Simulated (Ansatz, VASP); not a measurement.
Two plane-wave programs on Si2Mo

The input INCAR:

```
ALGO = Normal ; EDIFF = 1E-6
ENCUT = 520 ; GGA = PS
ISIF = 2 ; ISMEAR = 0
LASPH = T ; LCHARG = F
LREAL = F ; LWAVE = F
NBANDS = 43 ; NELM = 80
PREC = Accurate ; SIGMA = 0.15
```

KPOINTS

```
k-points
0
Gamma
  12 12 6
```

File POSCAR:

```
Si2Mo
1.0
    4.4829515831      0.0000000000      0.0000000000
   -2.2414757916      4.0408132183      0.0000000000
    0.0000000000      0.0000000000      6.5665572496
Si Mo
6 3
Direct
    0.1641680652      0.8358319348      0.8333333333
    0.3283361304      0.1641680652      0.1666666667
    0.8358319348      0.6716638696      0.5000000000
    0.8358319348      0.1641680652      0.8333333333
    0.6716638696      0.8358319348      0.1666666667
    0.1641680652      0.3283361304      0.5000000000
    0.5000000000      0.0000000000      0.5000000000
    0.0000000000      0.5000000000      0.1666666667
    0.5000000000      0.5000000000      0.8333333333
```

Input for Ansatz:

```yaml
crystal:
  lattice:
    - [4.4829515831, 0.0, 0.0]
    - [-2.2414757916, 4.0408132183, 0.0]
    - [0.0, 0.0, 6.5665572496]
  atoms:
    - { symbol: Si, position: [0.1641680652, 0.8358319348, 0.8333333333] }
    - { symbol: Si, position: [0.3283361304, 0.1641680652, 0.1666666667] }
    - { symbol: Si, position: [0.8358319348, 0.6716638696, 0.5] }
    - { symbol: Si, position: [0.8358319348, 0.1641680652, 0.8333333333] }
    - { symbol: Si, position: [0.6716638696, 0.8358319348, 0.1666666667] }
    - { symbol: Si, position: [0.1641680652, 0.3283361304, 0.5] }
    - { symbol: Mo, position: [0.5, 0.0, 0.5] }
    - { symbol: Mo, position: [0.0, 0.5, 0.1666666667] }
    - { symbol: Mo, position: [0.5, 0.5, 0.8333333333] }
basis:
  ecutwfc: 420
kpoints:
  mp_grid: { grid: [12, 12, 6] }
hamiltonian:
  xc: pbesol
scf:
  occupations: { method: gaussian, width: 0.15 }
output:
  forces: true
  stress: true
  eigenvalues: true
  write_density: true
  write_potential: true
  elf: true
  volumetric_format: npy
```

Change from the starting cell: strain -0.0200 x Voigt [1, -1, 0, 0, 0, 0], atoms carried along.

Alike in both runs: task single point; functional PBEsol; k mesh 12 × 12 × 6; occupations gaussian, width 0.15 eV; no spin polarisation.

|  | VASP | Ansatz |
| --- | --- | --- |
| version | VASP 6.6.1 | Ansatz 0.2.0 |
| potentials or method | VASP PAW PBE potentials, release 64 (Si, Mo_sv), cutoff 520 eV | scalar-relativistic, plane waves, PAW |
| valence electrons in the cell | 66 | 66 |

```csv
,VASP,Ansatz,Ansatz less VASP
gap on the k mesh at the Fermi level (eV),none,none,-
pressure (GPa),0.7,0.3,-0.38
"traceless stress, the component that is largest in VASP (GPa)",7.06,7.06,-0.002
rms of the force components (eV/Å),0.020,0.021,+0.0006
```

VASP's potentials were made for PBE, not for PBEsol. Atom by atom the forces differ by 0.002 eV/Å (rms over components). A gap of «none» marks a metal or a gap that the smearing closes.
